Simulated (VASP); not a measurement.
# Ge (P6_3/mmc) in VASP: further runs

The runs below take Ge through single point, with PBE.

Program: VASP 6.6.1. These are calculated values, not measurements. Logs are shortened: lines on timing, memory, paths and dates and some standing lists are left out, and cuts for length are marked.

### Step 1. The cell of the first run

It takes space group P6_3/mmc (No. 194, hexagonal). The conventional cell has a = 3.974 Å, b = 3.974 Å, c = 6.561 Å, α = 90.00°, β = 90.00°, γ = 120.00°. Within 3.2 Å of Ge (site symmetry 3m) lie 4 Ge at 2.44 to 2.45 Å.

### Step 2. Single point, PBE (volume scaled by 0.94, then relaxed in part)

INCAR reads:

```
SYSTEM = Ge
PREC = Accurate
ENCUT = 520
EDIFF = 1E-7
ISMEAR = 0
SIGMA = 0.1
LREAL = .False.
LASPH = .True.
NELM = 60
ALGO = Normal
ISIF = 2
LWAVE = .False.
LCHARG = .False.
GGA = PE
NBANDS = 36
```

KPOINTS reads:

```
regular mesh
0
Gamma
  12 12 6
  0 0 0
```

POSCAR reads:

```
Ge
1.0
    3.9738737804      0.0000000000      0.0000000000
   -1.9869368902      3.4414756453      0.0000000000
    0.0000000000      0.0000000000      6.5606603594
Ge
4
Direct
    0.6666666667      0.3333333333      0.0629628720
    0.3333333333      0.6666666667      0.5629628720
    0.6666666667      0.3333333333      0.4370371280
    0.3333333333      0.6666666667      0.9370371280
```

Potentials or basis: VASP PAW PBE potentials, release 64 (Ge_d).

Command:

```bash
$ cat potpaw_PBE.64/Ge_d/POTCAR > POTCAR
$ mpirun -np 1 vasp_std > vasp.out
```

OUTCAR:

```text
SYSTEM = Ge
   PREC = Accurate
   ENCUT = 520
   EDIFF = 1E-7
   ISMEAR = 0
   LREAL = .False.
   LASPH = .True.
   NELM = 60
   ISIF = 2
   GGA = PE

 ion  position               nearest neighbor table
   1  0.667  0.333  0.063-   4 2.44   4 2.44   4 2.44   3 2.45
   2  0.333  0.667  0.563-   3 2.44   3 2.44   3 2.44   4 2.45
   3  0.667  0.333  0.437-   2 2.44   2 2.44   2 2.44   1 2.45
   4  0.333  0.667  0.937-   1 2.44   1 2.44   1 2.44   2 2.45

  LATTYP: Found a hexagonal cell.
 ALAT       =     3.9738737804
 C/A-ratio  =     1.6509483496

  Lattice vectors:

 A1 = (   3.9738737804,   0.0000000000,   0.0000000000)
 A2 = (  -1.9869368902,   3.4414756453,   0.0000000000)
 A3 = (   0.0000000000,   0.0000000000,   6.5606603594)

Analysis of symmetry for initial positions (statically):
=====================================================================
 Subroutine PRICEL returns:
 Original cell was already a primitive cell.

 Routine SETGRP: Setting up the symmetry group for a
 hexagonal supercell.

 Subroutine GETGRP returns: Found 24 space group operations
 (whereof 12 operations were pure point group operations)
 out of a pool of 24 trial point group operations.

The static configuration has the point symmetry D_3d.
 The point group associated with its full space group is D_6h.

Analysis of symmetry for dynamics (positions and initial velocities):
=====================================================================
 Subroutine PRICEL returns:
 Original cell was already a primitive cell.

 Routine SETGRP: Setting up the symmetry group for a
 hexagonal supercell.

 Subroutine GETGRP returns: Found 24 space group operations
 (whereof 12 operations were pure point group operations)
 out of a pool of 24 trial point group operations.

The dynamic configuration has the point symmetry D_3d.
 The point group associated with its full space group is D_6h.

 Subroutine INISYM returns: Found 24 space group operations
 (whereof 12 operations are pure point group operations),
 and found     1 'primitive' translations

----------------------------------------------------------------------------------------

                                     Primitive cell

  volume of cell :      89.7235

  direct lattice vectors                    reciprocal lattice vectors
     3.973873780  0.000000000  0.000000000     0.251643624  0.145286514  0.000000000
    -1.986936890  3.441475645  0.000000000     0.000000000  0.290573028  0.000000000
     0.000000000  0.000000000  6.560660359     0.000000000  0.000000000  0.152423681

  length of vectors
     3.973873780  3.973873780  6.560660359     0.290573028  0.290573028  0.152423681

  position of ions in fractional coordinates (direct lattice)
     0.666666667  0.333333333  0.062962872
     0.333333333  0.666666667  0.562962872
     0.666666667  0.333333333  0.437037128
     0.333333333  0.666666667  0.937037128

  ion indices of the primitive-cell ions
   primitive index   ion index
                 1           1
                 2           2
                 3           3
                 4           4

----------------------------------------------------------------------------------------

 KPOINTS: regular mesh

Automatic generation of k-mesh.
 Grid dimensions read from file:
 generate k-points for:   12   12    6

 Generating k-lattice:

  Cartesian coordinates                     Fractional coordinates (reciprocal lattice)
     0.020970302  0.012107210  0.000000000     0.083333333  0.000000000  0.000000000
     0.000000000  0.024214419  0.000000000     0.000000000  0.083333333  0.000000000
     0.000000000  0.000000000  0.025403947     0.000000000  0.000000000  0.166666667

  Length of vectors
     0.024214419  0.024214419  0.025403947

  Shift w.r.t. Gamma in fractional coordinates (k-lattice)
     0.000000000  0.000000000  0.000000000

 Subroutine IBZKPT returns following result:
 ===========================================

 Found     76 irreducible k-points:

 Following reciprocal coordinates:
            Coordinates               Weight
  0.000000  0.000000  0.000000      1.000000
  0.083333 -0.000000  0.000000      6.000000
  0.166667 -0.000000  0.000000      6.000000
  0.250000  0.000000  0.000000      6.000000
  0.333333 -0.000000  0.000000      6.000000
  0.416667 -0.000000  0.000000      6.000000
[... 16 lines left out ...]
  0.250000  0.000000  0.166667     12.000000
  0.333333 -0.000000  0.166667     12.000000
 [... further k-points ...]
   k-points           NKPTS =     76   k-points in BZ     NKDIM =     76   number of bands    NBANDS=     36
   number of dos      NEDOS =    301   number of ions     NIONS =      4
   total plane-waves  NPLWV =  45000
   dimension x,y,z NGX =    30 NGY =   30 NGZ =   50
   dimension x,y,z NGXF=    60 NGYF=   60 NGZF=  100
   ions per type =               4
   NGX,Y,Z   is equivalent  to a cutoff of  12.55, 12.55, 12.67 a.u.
   NGXF,Y,Z  is equivalent  to a cutoff of  25.10, 25.10, 25.34 a.u.
 SYSTEM =  Ge
   PREC   = accura    normal or accurate (medium, high low for compatibility)
   ISTART =      0    job   : 0-new  1-cont  2-samecut
   ICHARG =      2    charge: 1-file 2-atom 10-const
   ISPIN  =      1    spin polarized calculation?
   LNONCOLLINEAR =      F non collinear calculations
   LSORBIT =      F    spin-orbit coupling
   LASPH  =      T    aspherical Exc in radial PAW
   ENCUT  =  520.0 eV  38.22 Ry    6.18 a.u.   7.39  7.39 12.20*2*pi/ulx,y,z
   NELM   =     60;   NELMIN=  2; NELMDL= -5     # of ELM steps
   EDIFF  = 0.1E-06   stopping-criterion for ELM
   LREAL  =      F    real-space projection
   EDIFFG = 0.1E-05   stopping-criterion for IOM
   NSW    =      0    number of steps for IOM
   IBRION =     -1    ionic relax: 0-MD 1-quasi-New 2-CG
   NFREE  =      0    steps in history (QN), initial steepest desc. (CG)
   ISIF   =      2    stress and relaxation
   ISYM   =      2    0-nonsym 1-usesym 2-fastsym
   POTIM  = 0.5000    time-step for ionic-motion
   TEBEG  =    0.0;   TEEND  =   0.0 temperature during run
   PSTRESS=    0.0 pullay stress
   NELECT =      56.0000    total number of electrons
   NUPDOWN=      -1.0000    fix difference up-down
   EMIN   =  10.00;   EMAX   =-10.00  energy-range for DOS
   EFERMI =   0.00;   METHOD = LEGACY
   ISMEAR =     0;   SIGMA  =   0.10  broadening in eV -4-tet -1-fermi 0-gaus
   EFERMI_NEDOS =   21; number of points for ismear=-14 and -15
   IALGO  =     38    algorithm
   IMIX   =      4    mixing-type and parameters
     AMIX     =   0.40;   BMIX     =  1.00
     AMIX_MAG =   1.60;   BMIX_MAG =  1.00
  volume/ion in A,a.u.               =      22.43       151.37
  Fermi-wavevector in a.u.,A,eV,Ry     =   1.399057  2.643834 26.631505  1.957360
  Thomas-Fermi vector in A             =   2.522154
   LORBIT       =      0    0 simple, 1 ext, 2 COOP (PROOUT), +10 PAW based schemes
   GGA     = PE    functional components
   LHFCALC =     F    Hartree Fock is set to
   AEXX    =    0.0000 exact exchange contribution
   IVDW    =     0    specifies the selected vdW correction
   LEPSILON=     F    determine dielectric tensor
   LRPA    =     F    only Hartree local field effects (RPA)
 non-spin polarized calculation
 Gauss-broadening in eV      SIGMA  =   0.10
  energy-cutoff  :      520.00
  volume of cell :       89.72
 maximum number of plane-waves:      2472
 NGX is ok and might be reduce to    30
   NGX = 15   NGY = 15   NGZ = 25

 number of electron      56.0000049 magnetization

 Free energy of the ion-electron system (eV)
  ---------------------------------------------------
  ext. energy  EPLUGINS =         0.00000000
  ---------------------------------------------------
  free energy    TOTEN  =       -17.93133987 eV

  energy without entropy =      -17.93088824  energy(sigma->0) =      -17.93111405

 E-fermi :   5.2061     XC(G=0):  -9.9645

 val. band max:        5.2013871655   @ k =   0.0000   0.0000   0.1667
 cond. band min:       5.2615616197   @ k =   0.0000   0.0000   0.0000
 fundamental gap:      0.0601744541
 Fermi energy:         5.2061148406

 k-point     1 :       0.0000    0.0000    0.0000
  band No.  band energies     occupation
      1     -19.7865      2.00000
      2     -19.7865      2.00000
      3     -19.7469      2.00000
      4     -19.7463      2.00000
      5     -19.7463      2.00000
      6     -19.7339      2.00000
[... 28 lines left out ...]
     35       9.7288      0.00000
     36      11.3170      0.00000

 k-point     2 :       0.0833   -0.0000    0.0000
  band No.  band energies     occupation
      1     -19.7915      2.00000
      2     -19.7880      2.00000
      3     -19.7518      2.00000
      4     -19.7490      2.00000
      5     -19.7464      2.00000
      6     -19.7277      2.00000
[... 28 lines left out ...]
     35      10.0452      0.00000
     36      11.7019      0.00000

 k-point     3 :       0.1667   -0.0000    0.0000
  band No.  band energies     occupation
      1     -19.8000      2.00000
      2     -19.7913      2.00000
      3     -19.7610      2.00000
      4     -19.7548      2.00000
      5     -19.7454      2.00000
      6     -19.7181      2.00000
[... 28 lines left out ...]
     35      10.8686      0.00000
     36      10.9285      0.00000

 k-point     4 :       0.2500    0.0000    0.0000
  band No.  band energies     occupation
      1     -19.8056      2.00000
      2     -19.7940      2.00000
      3     -19.7706      2.00000
      4     -19.7607      2.00000
      5     -19.7416      2.00000
      6     -19.7106      2.00000
[... 28 lines left out ...]
     35      11.6340      0.00000
     36      11.9880      0.00000

 k-point     5 :       0.3333   -0.0000    0.0000
  band No.  band energies     occupation
      1     -19.8068      2.00000
      2     -19.7955      2.00000
      3     -19.7798      2.00000
      4     -19.7651      2.00000
      5     -19.7342      2.00000
      6     -19.7057      2.00000
[... 655 lines left out ...]
 k-point    22 :       0.1667   -0.0000    0.1667
  band No.  band energies     occupation
      1     -19.7971      2.00000
      2     -19.7893      2.00000
      3     -19.7593      2.00000
      4     -19.7584      2.00000
      5     -19.7491      2.00000
      6     -19.7191      2.00000
[... 28 lines left out ...]
     35      10.6531      0.00000
     36      11.3664      0.00000

 k-point    23 :       0.2500    0.0000    0.1667
  band No.  band energies     occupation
      1     -19.8024      2.00000
      2     -19.7922      2.00000
      3     -19.7682      2.00000
      4     -19.7637      2.00000
      5     -19.7452      2.00000
      6     -19.7116      2.00000
[... 28 lines left out ...]
     35      11.4396      0.00000
     36      11.7347      0.00000

 k-point    24 :       0.3333   -0.0000    0.1667
  band No.  band energies     occupation
      1     -19.8033      2.00000
      2     -19.7938      2.00000
      3     -19.7768      2.00000
      4     -19.7677      2.00000
      5     -19.7376      2.00000
      6     -19.7063      2.00000
[... 28 lines left out ...]
     35      12.2429      0.00000
     36      12.8685      0.00000

 [... further k-points ...]
[... 5 lines left out ...]
  --------------------------------------------------------------------------------------
  -------------------------------------------------------------------------------------
  Total        2.3513218      2.3513218      2.3317359      0.0000000     -0.0000000     -0.0000000
  in kB       41.9871438     41.9871438     41.6374013      0.0000000     -0.0000000     -0.0000000
  external PRESSURE =      41.8705630 kB  Pullay stress =       0.0000000 kB

 VOLUME and BASIS-vectors are now :
 -----------------------------------------------------------------------------
  energy-cutoff  :      520.00
  volume of cell :       89.72
      direct lattice vectors                 reciprocal lattice vectors
     3.973873780  0.000000000  0.000000000     0.251643624  0.145286514  0.000000000
    -1.986936890  3.441475645  0.000000000     0.000000000  0.290573028  0.000000000
     0.000000000  0.000000000  6.560660359     0.000000000  0.000000000  0.152423681

 POSITION                                       TOTAL-FORCE (eV/Angst)
 -----------------------------------------------------------------------------------
      1.98694      1.14716      0.41308         0.000000     -0.000000      0.002907
     -0.00000      2.29432      3.69341        -0.000000     -0.000000      0.002907
      1.98694      1.14716      2.86725         0.000000      0.000000     -0.002907
     -0.00000      2.29432      6.14758        -0.000000      0.000000     -0.002907
 -----------------------------------------------------------------------------------
    total drift:                               -0.000000      0.000000     -0.000000

  FREE ENERGIE OF THE ION-ELECTRON SYSTEM (eV)
  ---------------------------------------------------
  free  energy   TOTEN  =       -17.9313398695 eV

  energy  without entropy=      -17.9308882367  energy(sigma->0) =      -17.93111405
```

It took 3.1 min on 1 thread of Intel Xeon 6975P-C, shared host; peak memory 0.31 GiB.

Results:

- Free energy: -17.9313 eV
- Pressure: 4.2 GPa
- Band gap on the k mesh: zero (band 28 reaches 5.26 eV, above the bottom of band 29 at 5.20 eV)

Forces on the atoms (eV/Å):
```
Ge   0.000  0.000  0.003
Ge   0.000  0.000  0.003
Ge   0.000  0.000 -0.003
Ge   0.000  0.000 -0.003
```

### Step 3. Single point, PBE (volume scaled by 0.97, then relaxed in part)

INCAR reads:

```
PREC = Accurate
ENCUT = 520
EDIFF = 1E-6
ISMEAR = 0
SIGMA = 0.1
LREAL = F
LASPH = T
NELM = 100
ALGO = Normal
ISIF = 2
LWAVE = F
LCHARG = F
GGA = PE
NBANDS = 36
```

KPOINTS reads:

```
regular mesh
0
Gamma
  12 12 6
```

POSCAR reads:

```
Ge
1.0
    4.0157071049      0.0000000000      0.0000000000
   -2.0078535525      3.4777043670      0.0000000000
    0.0000000000      0.0000000000      6.6297250174
Ge
4
Direct
    0.6666666667      0.3333333333      0.0629628720
    0.3333333333      0.6666666667      0.5629628720
    0.6666666667      0.3333333333      0.4370371280
    0.3333333333      0.6666666667      0.9370371280
```

Potentials or basis: VASP PAW PBE potentials, release 64 (Ge_d).

Command:

```bash
$ cat potpaw_PBE.64/Ge_d/POTCAR > POTCAR
$ mpirun -np 1 vasp_std > vasp.out
```

Run time: 2.6 min. Hardware: 1 thread of Intel Xeon 6975P-C, shared host; peak memory 0.32 GiB.

Results (log left out):

| Quantity | Value |
| --- | --- |
| Free energy | -17.9859 eV |
| Pressure | 1.9 GPa |
| Largest force | 0.004 eV/Å |

Forces in eV/Å, atoms in the order of the input:
```
Ge   0.000  0.000 -0.004
Ge   0.000  0.000 -0.004
Ge   0.000  0.000  0.004
Ge   0.000  0.000  0.004
```

Levels at points of the mesh, in eV from the Fermi level:
```csv
k point,band 25,band 26,band 27,band 28,band 29,band 30,band 31,band 32
"(0.00, 0.00, 0.00)",-1.48,-0.18,-0.15,-0.13,0.09,0.09,2.24,2.24
"(0.50, 0.00, 0.00)",-4.53,-3.04,-2.78,-1.44,0.54,1.59,3.55,3.68
"(0.00, 0.00, 0.50)",-0.86,-0.86,-0.86,-0.86,0.63,0.63,3.34,3.34
"(0.50, 0.00, 0.50)",-2.54,-2.54,-2.39,-2.39,0.50,0.50,2.11,2.11
```

### Step 4. Single point, PBE (volume scaled by 1.03, then relaxed in part)

INCAR reads:

```
SYSTEM = Ge
PREC     = Accurate       ! precision mode
ENCUT    = 520            ! plane-wave cutoff, eV
EDIFF    = 1E-6           ! SCF threshold, eV
ISMEAR   = 0              ! smearing method
SIGMA    = 0.1            ! smearing width, eV
LREAL    = .False.        ! projectors in reciprocal space
LASPH    = .True.         ! aspherical terms in the spheres
NELM     = 100            ! most SCF steps
ALGO     = Normal         ! electronic algorithm
ISIF     = 2              ! what is computed and relaxed
LWAVE    = .False.        ! write WAVECAR
LCHARG   = .True.         ! write CHGCAR
GGA      = PE             ! functional
LELF     = .True.         ! ELF
LVHAR    = .True.       
NBANDS   = 36             ! bands
```

KPOINTS reads:

```
regular mesh
0
Gamma
  12 12 6
  0 0 0
```

POSCAR reads:

```
Ge
1.0
    4.0983390989      0.0000000000      0.0000000000
   -2.0491695494      3.5492657730      0.0000000000
    0.0000000000      0.0000000000      6.7587951732
Ge
4
Direct
    0.6666666667      0.3333333333      0.0627911823
    0.3333333333      0.6666666667      0.5627911823
    0.6666666667      0.3333333333      0.4372088177
    0.3333333333      0.6666666667      0.9372088177
```

Command:

```bash
$ cat potpaw_PBE.64/Ge_d/POTCAR > POTCAR
$ mpirun -np 1 vasp_std > vasp.out
```

Run time: 2.8 min. Hardware: 1 thread of Intel Xeon 6975P-C, shared host; peak memory 0.32 GiB.

The run converged. Its results:

```yaml
Free_energy: -17.9877 eV
Pressure: -1.7 GPa
Largest_force: 0.010 eV/Å
Band_gap_on_the_k_mesh: zero (band 28 reaches 4.23 eV, above the bottom of band 29 at 4.21 eV)
```

Forces in eV/Å, atoms in the order of the input:
```
Ge   0.000  0.000 -0.010
Ge   0.000  0.000 -0.010
Ge   0.000  0.000  0.010
Ge   0.000  0.000  0.010
```

Levels at points of the mesh, in eV from the Fermi level:
```
           k point  band 26  band 27  band 28  band 29  band 30  band 31
(0.00, 0.00, 0.00)    -0.66    -0.26    -0.13     0.10     0.10     2.26
(0.50, 0.00, 0.00)    -2.82    -2.54    -1.33     0.61     1.43     3.57
(0.00, 0.00, 0.50)    -0.79    -0.79    -0.79     0.46     0.46     3.30
(0.50, 0.00, 0.50)    -2.36    -2.21    -2.21     0.49     0.49     2.18
```

### Step 5. Summary

| cell | gap on the mesh (eV) | pressure (GPa) |
| --- | --- | --- |
| a = 3.974, b = 3.974, c = 6.561 Å, angles 90.0, 90.0, 120.0°, 4 atoms | none | 4.2 |
| a = 4.016, b = 4.016, c = 6.630 Å, angles 90.0, 90.0, 120.0°, 4 atoms | - | 1.9 |
| a = 4.098, b = 4.098, c = 6.759 Å, angles 90.0, 90.0, 120.0°, 4 atoms | none | -1.7 |

Alike in all rows: task single point; level PBE; potentials or basis VASP PAW PBE potentials, release 64 (Ge_d); no spin polarisation; k mesh 12 × 12 × 6; cutoff (eV) 520; smearing gaussian 0.1 eV.

Total energies depend on the potentials used, so only differences within one code and one set of settings carry meaning.
